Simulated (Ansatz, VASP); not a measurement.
**One calculation of WC, two programs**

```
W C
1.0
     0.00000    2.19268    2.19268
     2.19268    0.00000    2.19268
     2.19268    2.19268    0.00000
W C
1 1
Direct
  0.00000 0.79477 0.00000
  0.50000 0.50000 0.50000
```

Alike in both runs: task single point; functional PBEsol; k mesh 18 × 18 × 18; occupations gaussian, width 0.15 eV; no spin polarisation.

|  | VASP | Ansatz |
| --- | --- | --- |
| version | VASP 6.6.1 | Ansatz 0.2.0 |
| potentials or method | VASP PAW PBE potentials, release 64 (W_sv, C), cutoff 600 eV | scalar-relativistic, plane waves, PAW |
| valence electrons in the cell | 18 | 18 |

|  | VASP | Ansatz | Ansatz less VASP |
| --- | --- | --- | --- |
| gap on the k mesh at the Fermi level (eV) | none | none | - |
| rms of the force components (eV/Å) | 4.366 | 4.305 | -0.0612 |

VASP's potentials were made for PBE, not for PBEsol. Atom by atom the forces differ by 0.061 eV/Å (rms over components). A gap of «none» marks a metal or a gap that the smearing closes. The functional is the same, so the differences come from potentials, cutoffs and numerics.

Spin-orbit coupling is off throughout.
